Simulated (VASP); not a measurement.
# La3PdSe (Pm-3m) in VASP: single point with PBE

Aim: the single point of La3PdSe with PBE.

Everything below comes from runs of VASP 6.6.1. Logs are shortened: lines on timing, memory, paths and dates and some standing lists are left out, and cuts for length are marked.

### 1 The cell of the first run

It takes space group Pm-3m (No. 221, cubic). Conventional cell: a = 5.654 Å, b = 5.654 Å, c = 5.654 Å, α = 90.00°, β = 90.00°, γ = 90.00°. La (site symmetry 4/mmm) has 2 Pd at 2.83 Å within 3.7 Å. Pd (site symmetry m-3m) has 6 La at 2.83 Å within 3.7 Å. Se (site symmetry m-3m) has 12 La at 4.00 Å and 8 Pd at 4.90 Å within 5.2 Å.

### 2 Single point, PBE

Input file POSCAR:

```
La3PdSe
1.0
    5.6537977071      0.0000000000      0.0000000000
    0.0000000000      5.6537977071      0.0000000000
    0.0000000000      0.0000000000      5.6537977071
La Pd Se
3 1 1
Direct
    0.0000000000      0.5000000000      0.5000000000
    0.5000000000      0.0000000000      0.5000000000
    0.5000000000      0.5000000000      0.0000000000
    0.5000000000      0.5000000000      0.5000000000
    0.0000000000      0.0000000000      0.0000000000
```

Input file INCAR.step1:

```
ALGO = Normal ; EDIFF = 1E-6
ENCUT = 520 ; GGA = PE
ISIF = 2 ; ISMEAR = 0
LASPH = True ; LCHARG = True
LMAXMIX = 6 ; LREAL = False
LWAVE = False ; NBANDS = 32
NELM = 60 ; PREC = Accurate
SIGMA = 0.1
```

Input file KPOINTS.step1:

```
k-points
0
Gamma
  8 8 8
```

Input file INCAR.step2:

```
ALGO = Normal ; EDIFF = 1E-6
ENCUT = 520 ; GGA = PE
ICHARG = 11 ; ISIF = 2
ISMEAR = -5 ; LASPH = True
LCHARG = False ; LMAXMIX = 6
LORBIT = 11 ; LREAL = False
LWAVE = False ; NBANDS = 32
NEDOS = 1001 ; NELM = 60
PREC = Accurate ; SIGMA = 0.1
```

Input file KPOINTS.step2:

```
k-points
0
Gamma
  12 12 12
```

Potentials or basis: VASP PAW PBE potentials, release 64 (La, Pd, Se).

Command:

```console
$ cat potpaw_PBE.64/La/POTCAR potpaw_PBE.64/Pd/POTCAR potpaw_PBE.64/Se/POTCAR > POTCAR
$ cp INCAR.step1 INCAR
$ cp KPOINTS.step1 KPOINTS
$ mpirun -np 1 vasp_std > vasp.out
$ cp INCAR.step2 INCAR
$ cp KPOINTS.step2 KPOINTS
$ mpirun -np 1 vasp_std > vasp.out
```

OUTCAR:

```text
EDIFF = 1E-6
   ENCUT = 520
   GGA = PE
   ICHARG = 11
   ISIF = 2
   ISMEAR = -5
   LASPH = True
   LORBIT = 11
   LREAL = False
   NELM = 60
   PREC = Accurate

 ion  position               nearest neighbor table
   1  0.000  0.500  0.500-   4 2.83   4 2.83
   2  0.500  0.000  0.500-   4 2.83   4 2.83
   3  0.500  0.500  0.000-   4 2.83   4 2.83
   4  0.500  0.500  0.500-   1 2.83   2 2.83   3 2.83   3 2.83   2 2.83   1 2.83
   5  0.000  0.000  0.000-

  LATTYP: Found a simple cubic cell.
 ALAT       =     5.6537977071

  Lattice vectors:

 A1 = (   5.6537977071,   0.0000000000,   0.0000000000)
 A2 = (   0.0000000000,   5.6537977071,   0.0000000000)
 A3 = (   0.0000000000,   0.0000000000,   5.6537977071)

Analysis of symmetry for initial positions (statically):
=====================================================================
 Subroutine PRICEL returns:
 Original cell was already a primitive cell.

 Routine SETGRP: Setting up the symmetry group for a
 simple cubic supercell.

 Subroutine GETGRP returns: Found 48 space group operations
 (whereof 48 operations were pure point group operations)
 out of a pool of 48 trial point group operations.

The static configuration has the point symmetry O_h .

Analysis of symmetry for dynamics (positions and initial velocities):
=====================================================================
 Subroutine PRICEL returns:
 Original cell was already a primitive cell.

 Routine SETGRP: Setting up the symmetry group for a
 simple cubic supercell.

 Subroutine GETGRP returns: Found 48 space group operations
 (whereof 48 operations were pure point group operations)
 out of a pool of 48 trial point group operations.

The dynamic configuration has the point symmetry O_h .

 Subroutine INISYM returns: Found 48 space group operations
 (whereof 48 operations are pure point group operations),
 and found     1 'primitive' translations

----------------------------------------------------------------------------------------

                                     Primitive cell

  volume of cell :     180.7261

  direct lattice vectors                    reciprocal lattice vectors
     5.653797707  0.000000000  0.000000000     0.176872264  0.000000000  0.000000000
     0.000000000  5.653797707  0.000000000     0.000000000  0.176872264  0.000000000
     0.000000000  0.000000000  5.653797707     0.000000000  0.000000000  0.176872264

  length of vectors
     5.653797707  5.653797707  5.653797707     0.176872264  0.176872264  0.176872264

  position of ions in fractional coordinates (direct lattice)
     0.000000000  0.500000000  0.500000000
     0.500000000  0.000000000  0.500000000
     0.500000000  0.500000000  0.000000000
     0.500000000  0.500000000  0.500000000
     0.000000000  0.000000000  0.000000000

  ion indices of the primitive-cell ions
   primitive index   ion index
                 1           1
                 2           2
                 3           3
                 4           4
                 5           5

----------------------------------------------------------------------------------------

 KPOINTS: k-points

Automatic generation of k-mesh.
 Grid dimensions read from file:
 generate k-points for:   12   12   12

 Generating k-lattice:

  Cartesian coordinates                     Fractional coordinates (reciprocal lattice)
     0.014739355  0.000000000  0.000000000     0.083333333  0.000000000  0.000000000
     0.000000000  0.014739355  0.000000000     0.000000000  0.083333333  0.000000000
     0.000000000  0.000000000  0.014739355     0.000000000  0.000000000  0.083333333

  Length of vectors
     0.014739355  0.014739355  0.014739355

  Shift w.r.t. Gamma in fractional coordinates (k-lattice)
     0.000000000  0.000000000  0.000000000

 TETIRR: Found    854 inequivalent tetrahedra from    10368

 Subroutine IBZKPT returns following result:
 ===========================================

 Found     84 irreducible k-points:

 Following reciprocal coordinates:
            Coordinates               Weight
  0.000000  0.000000  0.000000      1.000000
  0.083333  0.000000  0.000000      6.000000
  0.166667  0.000000  0.000000      6.000000
  0.250000  0.000000  0.000000      6.000000
  0.333333  0.000000  0.000000      6.000000
  0.416667  0.000000  0.000000      6.000000
[... 16 lines left out ...]
  0.333333  0.333333  0.000000     12.000000
  0.416667  0.333333  0.000000     24.000000
 [... further k-points ...]
   k-points           NKPTS =     84   k-points in BZ     NKDIM =     84   number of bands    NBANDS=     32
   number of dos      NEDOS =   1001   number of ions     NIONS =      5
   total plane-waves  NPLWV =  74088
   dimension x,y,z NGX =    42 NGY =   42 NGZ =   42
   dimension x,y,z NGXF=    84 NGYF=   84 NGZF=   84
   ions per type =               3   1   1
   NGX,Y,Z   is equivalent  to a cutoff of  12.35, 12.35, 12.35 a.u.
   NGXF,Y,Z  is equivalent  to a cutoff of  24.70, 24.70, 24.70 a.u.
 SYSTEM =  unknown system
   PREC   = accura    normal or accurate (medium, high low for compatibility)
   ISTART =      0    job   : 0-new  1-cont  2-samecut
   ICHARG =     11    charge: 1-file 2-atom 10-const
   ISPIN  =      1    spin polarized calculation?
   LNONCOLLINEAR =      F non collinear calculations
   LSORBIT =      F    spin-orbit coupling
   LASPH  =      T    aspherical Exc in radial PAW
   ENCUT  =  520.0 eV  38.22 Ry    6.18 a.u.  10.51 10.51 10.51*2*pi/ulx,y,z
   NELM   =     60;   NELMIN=  2; NELMDL=  0     # of ELM steps
   EDIFF  = 0.1E-05   stopping-criterion for ELM
   LREAL  =      F    real-space projection
   EDIFFG = 0.1E-04   stopping-criterion for IOM
   NSW    =      0    number of steps for IOM
   IBRION =     -1    ionic relax: 0-MD 1-quasi-New 2-CG
   NFREE  =      0    steps in history (QN), initial steepest desc. (CG)
   ISIF   =      2    stress and relaxation
   ISYM   =      2    0-nonsym 1-usesym 2-fastsym
   POTIM  = 0.5000    time-step for ionic-motion
   TEBEG  =    0.0;   TEEND  =   0.0 temperature during run
   PSTRESS=    0.0 pullay stress
   NELECT =      49.0000    total number of electrons
   NUPDOWN=      -1.0000    fix difference up-down
   EMIN   =  10.00;   EMAX   =-10.00  energy-range for DOS
   EFERMI =   0.00;   METHOD = LEGACY
   ISMEAR =    -5;   SIGMA  =   0.10  broadening in eV -4-tet -1-fermi 0-gaus
   EFERMI_NEDOS =   21; number of points for ismear=-14 and -15
   IALGO  =     38    algorithm
   IMIX   =      4    mixing-type and parameters
     AMIX     =   0.40;   BMIX     =  1.00
     AMIX_MAG =   1.60;   BMIX_MAG =  1.00
  volume/ion in A,a.u.               =      36.15       243.92
  Fermi-wavevector in a.u.,A,eV,Ry     =   1.059579  2.002314 15.275359  1.122707
  Thomas-Fermi vector in A             =   2.194929
   LORBIT       =     11    0 simple, 1 ext, 2 COOP (PROOUT), +10 PAW based schemes
   GGA     = PE    functional components
   LHFCALC =     F    Hartree Fock is set to
   AEXX    =    0.0000 exact exchange contribution
   IVDW    =     0    specifies the selected vdW correction
   LEPSILON=     F    determine dielectric tensor
   LRPA    =     F    only Hartree local field effects (RPA)
 non-spin polarized calculation
 Fermi weights with tetrahedron method with Bloechl corrections
  energy-cutoff  :      520.00
  volume of cell :      180.73
 maximum number of plane-waves:      4945

 number of electron      48.9999987 magnetization

 Free energy of the ion-electron system (eV)
  ---------------------------------------------------
  ext. energy  EPLUGINS =         0.00000000
  ---------------------------------------------------
  free energy    TOTEN  =       -25.42670322 eV

  energy without entropy =      -25.42670322  energy(sigma->0) =      -25.42670322

 E-fermi :   6.1991     XC(G=0):  -8.9808

 val. band max:        6.2347396220   @ k =   0.2500   0.2500   0.0833
 cond. band min:       6.1760934266   @ k =   0.5000   0.5000   0.4167
 fundamental gap:     -0.0586461954
 Fermi energy:         6.1990892313

 k-point     1 :       0.0000    0.0000    0.0000
  band No.  band energies     occupation
      1     -27.2454      2.00000
      2     -27.1568      2.00000
      3     -27.1568      2.00000
      4     -11.2108      2.00000
      5     -11.2108      2.00000
      6     -11.2108      2.00000
[... 24 lines left out ...]
     31       7.3487      0.00000
     32       7.3509      0.00000

 k-point     2 :       0.0833    0.0000    0.0000
  band No.  band energies     occupation
      1     -27.2439      2.00000
      2     -27.1578      2.00000
      3     -27.1567      2.00000
      4     -11.2067      2.00000
      5     -11.2059      2.00000
      6     -11.2059      2.00000
[... 24 lines left out ...]
     31       7.3609      0.00000
     32       7.4099      0.00000

 k-point     3 :       0.1667    0.0000    0.0000
  band No.  band energies     occupation
      1     -27.2397      2.00000
      2     -27.1609      2.00000
      3     -27.1567      2.00000
      4     -11.1939      2.00000
      5     -11.1918      2.00000
      6     -11.1918      2.00000
[... 24 lines left out ...]
     31       7.3993      0.00000
     32       7.4281      0.00000

 k-point     4 :       0.2500    0.0000    0.0000
  band No.  band energies     occupation
      1     -27.2333      2.00000
      2     -27.1658      2.00000
      3     -27.1566      2.00000
      4     -11.1712      2.00000
      5     -11.1702      2.00000
      6     -11.1702      2.00000
[... 24 lines left out ...]
     31       7.4590      0.00000
     32       7.4818      0.00000

 k-point     5 :       0.3333    0.0000    0.0000
  band No.  band energies     occupation
      1     -27.2258      2.00000
      2     -27.1719      2.00000
      3     -27.1566      2.00000
      4     -11.1448      2.00000
      5     -11.1448      2.00000
      6     -11.1371      2.00000
[... 584 lines left out ...]
     31       7.4297      0.00000
     32       7.4602      0.00000

 k-point    22 :       0.5000    0.2500    0.0000
  band No.  band energies     occupation
      1     -27.2057      2.00000
      2     -27.1802      2.00000
      3     -27.1636      2.00000
      4     -11.2023      2.00000
      5     -11.1314      2.00000
      6     -11.0622      2.00000
[... 24 lines left out ...]
     31       7.3555      0.00000
     32       7.4568      0.00000

 k-point    23 :       0.3333    0.3333    0.0000
  band No.  band energies     occupation
      1     -27.2086      2.00000
      2     -27.1743      2.00000
      3     -27.1666      2.00000
      4     -11.2356      2.00000
      5     -11.1123      2.00000
      6     -11.0702      2.00000
[... 24 lines left out ...]
     31       7.4512      0.00000
     32       7.4554      0.00000

 k-point    24 :       0.4167    0.3333    0.0000
  band No.  band energies     occupation
      1     -27.2021      2.00000
      2     -27.1778      2.00000
      3     -27.1684      2.00000
      4     -11.2373      2.00000
      5     -11.1506      2.00000
      6     -11.0410      2.00000
[... 24 lines left out ...]
     31       7.3342      0.00000
     32       7.4312      0.00000

 [... further k-points ...]

------------------------ aborting loop because EDIFF is reached ----------------------------------------

  FORCE on cell =-STRESS in cart. coord.  units (eV):
  Direction    XX          YY          ZZ          XY          YZ          ZX
  --------------------------------------------------------------------------------------
  -------------------------------------------------------------------------------------
  Total       -0.0695671     -0.0695671     -0.0695671      0.0000000      0.0000000      0.0000000
  in kB       -0.6167284     -0.6167284     -0.6167284      0.0000000      0.0000000      0.0000000
  external PRESSURE =      -0.6167284 kB  Pullay stress =       0.0000000 kB

 VOLUME and BASIS-vectors are now :
 -----------------------------------------------------------------------------
  energy-cutoff  :      520.00
  volume of cell :      180.73
      direct lattice vectors                 reciprocal lattice vectors
     5.653797707  0.000000000  0.000000000     0.176872264  0.000000000  0.000000000
     0.000000000  5.653797707  0.000000000     0.000000000  0.176872264  0.000000000
     0.000000000  0.000000000  5.653797707     0.000000000  0.000000000  0.176872264

 POSITION                                       TOTAL-FORCE (eV/Angst)
 -----------------------------------------------------------------------------------
      0.00000      2.82690      2.82690         0.000000      0.000000      0.000000
      2.82690      0.00000      2.82690         0.000000      0.000000      0.000000
      2.82690      2.82690      0.00000         0.000000      0.000000      0.000000
      2.82690      2.82690      2.82690         0.000000      0.000000      0.000000
      0.00000      0.00000      0.00000         0.000000      0.000000      0.000000
 -----------------------------------------------------------------------------------
    total drift:                                0.000000     -0.000000      0.000000

  FREE ENERGIE OF THE ION-ELECTRON SYSTEM (eV)
  ---------------------------------------------------
  free  energy   TOTEN  =       -25.4267032176 eV

  energy  without entropy=      -25.4267032176  energy(sigma->0) =      -25.42670322

 total charge

# of ion       s       p       d       f       tot
--------------------------------------------------
    1        2.053   5.604   0.724   0.144   8.525
    2        2.053   5.604   0.724   0.144   8.525
    3        2.053   5.604   0.724   0.144   8.525
    4        0.796   0.482   8.483   0.000   9.761
    5        1.480   2.180   0.007   0.000   3.668
--------------------------------------------------
tot          8.434  19.474  10.662   0.433  39.003
```

It took 6.9 min on 1 thread of Intel Xeon 6975P-C (Granite Rapids), shared host; peak memory 0.64 GiB.

What came out:

```
Valence electrons inside the program's atomic spheres : La 8.53; Pd 9.76; Se 3.67
```

Levels at points of the mesh, in eV from the Fermi level:
| k point | band 22 | band 23 | band 24 | band 25 | band 26 | band 27 | band 28 | band 29 |
| --- | --- | --- | --- | --- | --- | --- | --- | --- |
| (0.00, 0.00, 0.00) | -2.41 | -1.08 | -0.85 | -0.85 | 0.51 | 0.51 | 0.51 | 1.12 |
| (0.50, 0.00, 0.00) | -2.29 | -0.47 | 0.18 | 0.31 | 0.31 | 0.35 | 0.50 | 0.78 |
| (0.50, 0.50, 0.00) | -1.41 | -0.84 | -0.84 | -0.26 | 0.87 | 0.92 | 0.92 | 0.99 |
| (0.50, 0.50, 0.50) | -1.76 | -1.76 | -1.76 | -0.20 | -0.08 | 0.79 | 0.79 | 0.80 |

Caveat: spin-orbit coupling is left out, which moves the levels of the heavy elements; tetrahedron occupations give inexact forces and stress in metals.
